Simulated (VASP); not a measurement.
# GaN (I-4m2) in VASP: further runs

The runs below take GaN through single point, with r2SCAN.

All numbers are computed with VASP 6.6.1; they aren't measurements. Logs are shortened: lines on timing, memory, paths and dates and some standing lists are left out, and cuts for length are marked.

**1. The cell of the first run**

The structure is tetragonal, space group I-4m2 (No. 119). Conventional cell: a = 3.133 Å, b = 3.133 Å, c = 4.498 Å, α = 90.00°, β = 90.00°, γ = 90.00°. Ga (site symmetry -4m2) has 4 N at 1.93 Å within 2.6 Å. Within 2.6 Å of N (site symmetry -4m2) lie 4 Ga at 1.93 Å.

**2. Single point, r2SCAN (strain -0.015 along x and y, +0.000 along z)**

The input, POSCAR:

```
GaN
1.0
    0.0000000000      2.2152027174      2.2489367689
    2.2152027174      0.0000000000      2.2489367689
    2.2152027174      2.2152027174      0.0000000000
Ga N
1 1
Direct
    0.0000000000      0.0000000000      0.0000000000
    0.7500000000      0.7500000000      0.7500000000
```

The input, INCAR.step1:

```
SYSTEM = GaN
PREC = Accurate ; ENCUT = 520
ISMEAR = 0 ; SIGMA = 0.05
LREAL = .False. ; LASPH = .True.
NELM = 60 ; NBANDS = 16
GGA = PE ; ALGO = Normal
EDIFF = 1E-4 ; LWAVE = .True.
LCHARG = .False.
```

The input, INCAR.step2:

```
SYSTEM = GaN
PREC = Accurate ; ENCUT = 520
EDIFF = 1E-6 ; ISMEAR = 0
SIGMA = 0.05 ; LREAL = .False.
LASPH = .True. ; NELM = 60
ALGO = Normal ; ISIF = 2
LWAVE = .False. ; LCHARG = .True.
METAGGA = R2SCAN ; LMIXTAU = .True.
LELF = .True. ; LVHAR = .True.
NBANDS = 16 ; ISTART = 1
```

The input, KPOINTS:

```
Automatic mesh
0
Gamma
  10 10 10
  0 0 0
```

Potentials or basis: VASP PAW PBE potentials, release 64 (Ga_d, N).

Started as:

```
$ cat potpaw_PBE.64/Ga_d/POTCAR potpaw_PBE.64/N/POTCAR > POTCAR
$ cp INCAR.step1 INCAR
$ mpirun -np 1 vasp_std > vasp.out
$ cp INCAR.step2 INCAR
$ mpirun -np 1 vasp_std > vasp.out
```

OUTCAR:

```text
SYSTEM = GaN
   PREC = Accurate
   ENCUT = 520
   EDIFF = 1E-6
   ISMEAR = 0
   LREAL = .False.
   LASPH = .True.
   NELM = 60
   ISIF = 2
   METAGGA = R2SCAN
   ISTART = 1

 ion  position               nearest neighbor table
   1  0.000  0.000  0.000-   2 1.93   2 1.93   2 1.93   2 1.93
   2  0.750  0.750  0.750-   1 1.93   1 1.93   1 1.93   1 1.93

  LATTYP: Found a body centered tetragonal cell.
 ALAT       =     3.1327697264
 C/A-ratio  =     1.4357498095

  Lattice vectors:

 A1 = (  -2.2152027174,   0.0000000000,   2.2489367689)
 A2 = (   2.2152027174,   0.0000000000,   2.2489367689)
 A3 = (   0.0000000000,   2.2152027174,  -2.2489367689)

Analysis of symmetry for initial positions (statically):
=====================================================================
 Subroutine PRICEL returns:
 Original cell was already a primitive cell.

 Routine SETGRP: Setting up the symmetry group for a
 body centered tetragonal supercell.

 Subroutine GETGRP returns: Found  8 space group operations
 (whereof  8 operations were pure point group operations)
 out of a pool of 16 trial point group operations.

The static configuration has the point symmetry D_2d.

Analysis of symmetry for dynamics (positions and initial velocities):
=====================================================================
 Subroutine PRICEL returns:
 Original cell was already a primitive cell.

 Routine SETGRP: Setting up the symmetry group for a
 body centered tetragonal supercell.

 Subroutine GETGRP returns: Found  8 space group operations
 (whereof  8 operations were pure point group operations)
 out of a pool of 16 trial point group operations.

The dynamic configuration has the point symmetry D_2d.

 Subroutine INISYM returns: Found  8 space group operations
 (whereof  8 operations are pure point group operations),
 and found     1 'primitive' translations

----------------------------------------------------------------------------------------

                                     Primitive cell

  volume of cell :      22.0716

  direct lattice vectors                    reciprocal lattice vectors
     0.000000000  2.215202717  2.248936769    -0.225712977  0.225712977  0.222327282
     2.215202717  0.000000000  2.248936769     0.225712977 -0.225712977  0.222327282
     2.215202717  2.215202717  0.000000000     0.225712977  0.225712977 -0.222327282

  length of vectors
     3.156713429  3.156713429  3.132769726     0.389001435  0.389001435  0.389001435

  position of ions in fractional coordinates (direct lattice)
     0.000000000  0.000000000  0.000000000
     0.750000000  0.750000000  0.750000000

  ion indices of the primitive-cell ions
   primitive index   ion index
                 1           1
                 2           2

----------------------------------------------------------------------------------------

 KPOINTS: Automatic mesh

Automatic generation of k-mesh.
 Grid dimensions read from file:
 generate k-points for:   10   10   10

 Generating k-lattice:

  Cartesian coordinates                     Fractional coordinates (reciprocal lattice)
    -0.022571298  0.022571298  0.022232728     0.100000000  0.000000000  0.000000000
     0.022571298 -0.022571298  0.022232728     0.000000000  0.100000000  0.000000000
     0.022571298  0.022571298 -0.022232728    -0.000000000 -0.000000000  0.100000000

  Length of vectors
     0.038900144  0.038900144  0.038900144

  Shift w.r.t. Gamma in fractional coordinates (k-lattice)
     0.000000000  0.000000000  0.000000000

 Subroutine IBZKPT returns following result:
 ===========================================

 Found    102 irreducible k-points:

 Following reciprocal coordinates:
            Coordinates               Weight
  0.000000  0.000000  0.000000      1.000000
  0.100000  0.000000  0.000000      8.000000
  0.200000  0.000000  0.000000      8.000000
  0.300000  0.000000  0.000000      8.000000
  0.400000  0.000000  0.000000      8.000000
  0.500000  0.000000  0.000000      4.000000
[... 16 lines left out ...]
  0.300000  0.300000  0.000000      2.000000
  0.400000  0.300000  0.000000      8.000000
 [... further k-points ...]
   k-points           NKPTS =    102   k-points in BZ     NKDIM =    102   number of bands    NBANDS=     16
   number of dos      NEDOS =    301   number of ions     NIONS =      2
   total plane-waves  NPLWV =  13824
   dimension x,y,z NGX =    24 NGY =   24 NGZ =   24
   dimension x,y,z NGXF=    48 NGYF=   48 NGZF=   48
   ions per type =               1   1
   NGX,Y,Z   is equivalent  to a cutoff of  12.64, 12.64, 12.74 a.u.
   NGXF,Y,Z  is equivalent  to a cutoff of  25.28, 25.28, 25.47 a.u.
 SYSTEM =  GaN
   PREC   = accura    normal or accurate (medium, high low for compatibility)
   ISTART =      1    job   : 0-new  1-cont  2-samecut
   ICHARG =      0    charge: 1-file 2-atom 10-const
   ISPIN  =      1    spin polarized calculation?
   LNONCOLLINEAR =      F non collinear calculations
   LSORBIT =      F    spin-orbit coupling
   LASPH  =      T    aspherical Exc in radial PAW
   ENCUT  =  520.0 eV  38.22 Ry    6.18 a.u.   5.87  5.87  5.82*2*pi/ulx,y,z
   NELM   =     60;   NELMIN=  2; NELMDL=  0     # of ELM steps
   EDIFF  = 0.1E-05   stopping-criterion for ELM
   LREAL  =      F    real-space projection
   EDIFFG = 0.1E-04   stopping-criterion for IOM
   NSW    =      0    number of steps for IOM
   IBRION =     -1    ionic relax: 0-MD 1-quasi-New 2-CG
   NFREE  =      0    steps in history (QN), initial steepest desc. (CG)
   ISIF   =      2    stress and relaxation
   ISYM   =      2    0-nonsym 1-usesym 2-fastsym
   POTIM  = 0.5000    time-step for ionic-motion
   TEBEG  =    0.0;   TEEND  =   0.0 temperature during run
   PSTRESS=    0.0 pullay stress
   NELECT =      18.0000    total number of electrons
   NUPDOWN=      -1.0000    fix difference up-down
   EMIN   =  10.00;   EMAX   =-10.00  energy-range for DOS
   EFERMI =   0.00;   METHOD = LEGACY
   ISMEAR =     0;   SIGMA  =   0.05  broadening in eV -4-tet -1-fermi 0-gaus
   EFERMI_NEDOS =   21; number of points for ismear=-14 and -15
   IALGO  =     38    algorithm
   IMIX   =      4    mixing-type and parameters
     AMIX     =   0.40;   BMIX     =  1.00
     AMIX_MAG =   1.60;   BMIX_MAG =  1.00
  volume/ion in A,a.u.               =      11.04        74.47
  Fermi-wavevector in a.u.,A,eV,Ry     =   1.529517  2.890368 31.829766  2.339422
  Thomas-Fermi vector in A             =   2.637127
   LORBIT       =      0    0 simple, 1 ext, 2 COOP (PROOUT), +10 PAW based schemes
   METAGGA = R2SCAN    functional components
   LHFCALC =     F    Hartree Fock is set to
   AEXX    =    0.0000 exact exchange contribution
   IVDW    =     0    specifies the selected vdW correction
   LEPSILON=     F    determine dielectric tensor
   LRPA    =     F    only Hartree local field effects (RPA)
 non-spin polarized calculation
 Gauss-broadening in eV      SIGMA  =   0.05
  energy-cutoff  :      520.00
  volume of cell :       22.07
 maximum number of plane-waves:       610
   NGX = 11   NGY = 11   NGZ = 11

 number of electron      18.0000015 magnetization

 Free energy of the ion-electron system (eV)
  ---------------------------------------------------
  ext. energy  EPLUGINS =         0.00000000
  ---------------------------------------------------
  free energy    TOTEN  =       -21.87650878 eV

  energy without entropy =      -21.87650878  energy(sigma->0) =      -21.87650878

 E-fermi :   5.7392     XC(G=0): -12.8505

 val. band max:        5.4439142803   @ k =   0.0000   0.0000   0.0000
 cond. band min:       7.7799895952   @ k =   0.0000   0.0000   0.0000
 fundamental gap:      2.3360753149
 Fermi energy:         5.7391518779

 k-point     1 :       0.0000    0.0000    0.0000
  band No.  band energies     occupation
      1     -11.6312      2.00000
      2      -8.4566      2.00000
      3      -8.4395      2.00000
      4      -8.4394      2.00000
      5      -8.0540      2.00000
      6      -8.0525      2.00000
[... 8 lines left out ...]
     15      25.0885      0.00000
     16      25.6191      0.00000

 k-point     2 :       0.1000    0.0000    0.0000
  band No.  band energies     occupation
      1     -11.5126      2.00000
      2      -8.4370      2.00000
      3      -8.4237      2.00000
      4      -8.4049      2.00000
      5      -8.0549      2.00000
      6      -8.0543      2.00000
[... 8 lines left out ...]
     15      24.1642      0.00000
     16      24.2454      0.00000

 k-point     3 :       0.2000    0.0000    0.0000
  band No.  band energies     occupation
      1     -11.2057      2.00000
      2      -8.3984      2.00000
      3      -8.3865      2.00000
      4      -8.2493      2.00000
      5      -8.0544      2.00000
      6      -8.0522      2.00000
[... 8 lines left out ...]
     15      23.2290      0.00000
     16      23.2940      0.00000

 k-point     4 :       0.3000    0.0000    0.0000
  band No.  band energies     occupation
      1     -10.8539      2.00000
      2      -8.3641      2.00000
      3      -8.3517      2.00000
      4      -8.0422      2.00000
      5      -8.0368      2.00000
      6      -7.8708      2.00000
[... 8 lines left out ...]
     15      23.7929      0.00000
     16      23.8109      0.00000
[... 324 lines left out ...]
 k-point    22 :      -0.2000    0.2000    0.0000
  band No.  band energies     occupation
      1     -10.7409      2.00000
      2      -8.3425      2.00000
      3      -8.3192      2.00000
      4      -8.0807      2.00000
      5      -8.0804      2.00000
      6      -7.6756      2.00000
[... 8 lines left out ...]
     15      24.2514      0.00000
     16      27.3064      0.00000

 k-point    23 :       0.3000    0.3000    0.0000
  band No.  band energies     occupation
      1     -10.6464      2.00000
      2      -8.2604      2.00000
      3      -8.2209      2.00000
      4      -8.2209      2.00000
      5      -7.9985      2.00000
      6      -7.7204      2.00000
[... 8 lines left out ...]
     15      28.8205      0.00000
     16      29.6694      0.00000

 k-point    24 :       0.4000    0.3000    0.0000
  band No.  band energies     occupation
      1     -10.4789      2.00000
      2      -8.2782      2.00000
      3      -8.1798      2.00000
      4      -8.1776      2.00000
      5      -7.9886      2.00000
      6      -7.2978      2.00000
[... 8 lines left out ...]
     15      29.2664      0.00000
     16      29.4608      0.00000

 [... further k-points ...]

------------------------ aborting loop because EDIFF is reached ----------------------------------------

  FORCE on cell =-STRESS in cart. coord.  units (eV):
  Direction    XX          YY          ZZ          XY          YZ          ZX
  --------------------------------------------------------------------------------------
  -------------------------------------------------------------------------------------
  Total        1.1290773      1.1290773      0.8503427      0.0000000      0.0000000     -0.0000000
  in kB       81.9596446     81.9596446     61.7263220      0.0000000      0.0000000     -0.0000000
  external PRESSURE =      75.2152038 kB  Pullay stress =       0.0000000 kB

 VOLUME and BASIS-vectors are now :
 -----------------------------------------------------------------------------
  energy-cutoff  :      520.00
  volume of cell :       22.07
      direct lattice vectors                 reciprocal lattice vectors
     0.000000000  2.215202717  2.248936769    -0.225712977  0.225712977  0.222327282
     2.215202717  0.000000000  2.248936769     0.225712977 -0.225712977  0.222327282
     2.215202717  2.215202717  0.000000000     0.225712977  0.225712977 -0.222327282

 POSITION                                       TOTAL-FORCE (eV/Angst)
 -----------------------------------------------------------------------------------
      0.00000      0.00000      0.00000         0.000000     -0.000000     -0.000000
      3.32280      3.32280      3.37341         0.000000      0.000000      0.000000
 -----------------------------------------------------------------------------------
    total drift:                               -0.000005     -0.000005     -0.000010

  FREE ENERGIE OF THE ION-ELECTRON SYSTEM (eV)
  ---------------------------------------------------
  free  energy   TOTEN  =       -21.8765087791 eV

  energy  without entropy=      -21.8765087791  energy(sigma->0) =      -21.87650878
```

It took 2.8 min on 1 thread of Intel Xeon 8259CL, shared host; peak memory 0.17 GiB.

Results:

| Quantity | Value |
| --- | --- |
| Free energy | -21.8765 eV |
| Pressure | 7.5 GPa |
| Band gap on the k mesh | 2.34 eV |

Caveat: the cell differs from its parent crystal (strain -0.015 along x and y, +0.000 along z); the cell stands under pressure; the PAW data sets were made with another functional, which shifts forces and pressure a little.

**3. Single point, r2SCAN (strain +0.000 along x and y, -0.015 along z)**

The input, POSCAR:

```
GaN
1.0
    0.0000000000      2.2489367689      2.2152027174
    2.2489367689      0.0000000000      2.2152027174
    2.2489367689      2.2489367689      0.0000000000
Ga N
1 1
Direct
    0.0000000000      0.0000000000      0.0000000000
    0.7500000000      0.7500000000      0.7500000000
```

The input, INCAR.step1:

```
PREC = Accurate ; ENCUT = 520
ISMEAR = 0 ; SIGMA = 0.05
LREAL = False ; LASPH = True
NELM = 100 ; NBANDS = 16
GGA = PE ; ALGO = Normal
EDIFF = 1E-4 ; LWAVE = True
LCHARG = False
```

The input, INCAR.step2:

```
PREC = Accurate ; ENCUT = 520
EDIFF = 1E-6 ; ISMEAR = 0
SIGMA = 0.05 ; LREAL = False
LASPH = True ; NELM = 100
ALGO = Normal ; ISIF = 2
LWAVE = False ; LCHARG = True
METAGGA = R2SCAN ; LMIXTAU = True
LELF = True ; LVHAR = True
NBANDS = 16 ; ISTART = 1
```

The input, KPOINTS:

```
Automatic mesh
0
Gamma
  10 10 10
```

Potentials or basis: VASP PAW PBE potentials, release 64 (Ga_d, N).

Started as:

```
$ cat potpaw_PBE.64/Ga_d/POTCAR potpaw_PBE.64/N/POTCAR > POTCAR
$ cp INCAR.step1 INCAR
$ mpirun -np 1 vasp_std > vasp.out
$ cp INCAR.step2 INCAR
$ mpirun -np 1 vasp_std > vasp.out
```

It took 2.4 min on 1 thread of Intel Xeon 8259CL, shared host; peak memory 0.17 GiB.

It converged, with:

| Quantity | Value |
| --- | --- |
| Free energy | -21.8891 eV |
| Pressure | 4.2 GPa |
| Band gap on the k mesh | 2.21 eV |

Stress tensor (GPa, compression positive):
```
3.53 0.00 0.00
0.00 3.53 0.00
0.00 0.00 5.43
```

Levels at points of the mesh, in eV from the valence-band top:
| k point | band 5 | band 6 | band 7 | band 8 | band 9 | band 10 | band 11 | band 12 | band 13 | band 14 |
| --- | --- | --- | --- | --- | --- | --- | --- | --- | --- | --- |
| (0.00, 0.00, 0.00) | -13.52 | -13.52 | -0.07 | -0.07 | 0.00 | 2.21 | 11.07 | 11.11 | 11.11 | 18.81 |
| (0.50, 0.00, 0.00) | -13.47 | -12.39 | -7.34 | -1.13 | -1.01 | 5.26 | 9.51 | 10.95 | 11.19 | 16.64 |
| (0.50, 0.50, 0.00) | -13.43 | -11.96 | -6.24 | -2.98 | -2.98 | 3.66 | 7.15 | 12.85 | 15.08 | 15.08 |
| (0.50, 0.00, 0.50) | -13.44 | -12.04 | -6.41 | -2.87 | -2.86 | 3.76 | 7.41 | 12.62 | 14.97 | 15.35 |

Caveat: the cell differs from its parent crystal (strain +0.000 along x and y, -0.015 along z); the cell stands under pressure; the PAW data sets were made with another functional, which shifts forces and pressure a little.
